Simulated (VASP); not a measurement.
Write the native input for VASP 6.6.1 that does the following.

```
Task                   : single point
Functional             : PBE
Potentials or basis    : VASP PAW PBE potentials, release 64 (Sn_d, Br, Cl)
Cutoff                 : 520 eV
k mesh                 : 4 × 4 × 2
Occupations            : gaussian, width 0.1 eV
Spin                   : no spin polarisation
Dipole correction      : no
Further INCAR settings : ALGO = Normal; EDIFF = 1e-06; NBANDS = 53
```

The structure of SnBrCl3 lies in POSCAR:

```
SnBrCl3
1.0
    6.0880670470     -0.3544169503     -0.1561434357
   -2.2404612956      6.8824937053     -0.0074653676
   -0.8287739425     -0.8556386359      9.9542755454
Sn Br Cl
2 2 6
Direct
    0.3451613526      0.5581945649      0.3541372649
    0.2764230706      0.5442607525      0.7959630192
    0.3360057795      0.1105564841      0.9915158919
    0.0145318895     -0.0174768201      0.3465115060
    0.4145795786      0.7879892804      0.5610163120
    0.5322564271      0.8771772670      0.9520769027
    1.0264249491      0.6872271206      0.2324238152
    0.9073999514      0.6048708478      0.7765933960
    0.1498750146      0.3455054724      0.0325226260
   -0.0026580128      0.2852909906      0.4572392660
```

The input as run:

INCAR

```
ALGO = Normal
EDIFF = 1E-6
ENCUT = 520
GGA = PE
ISIF = 2
ISMEAR = 0
LASPH = T
LCHARG = F
LREAL = F
LWAVE = F
NBANDS = 53
NELM = 60
PREC = Accurate
SIGMA = 0.1
```

KPOINTS

```
k-points
0
Gamma
  4 4 2
```

Potentials or basis: VASP PAW PBE potentials, release 64 (Sn_d, Br, Cl).

Command:

```bash
$ cat potpaw_PBE.64/Sn_d/POTCAR potpaw_PBE.64/Br/POTCAR potpaw_PBE.64/Cl/POTCAR > POTCAR
$ mpirun -np 1 vasp_std > vasp.out
```

It gave:

| Quantity | Value |
| --- | --- |
| Pressure | -0.1 GPa |
| Largest force | 0.020 eV/Å |
| Band gap on the k mesh | 1.77 eV, indirect (least direct gap 1.77 eV) |

Caveat: spin-orbit coupling is left out, which moves the levels of the heavy elements.

Wall time 6.5 min on 1 thread of Intel(R) Xeon(R) Platinum 8375C CPU @ 2.90GHz (Ice Lake) (shared host), peak memory 0.71 GiB.
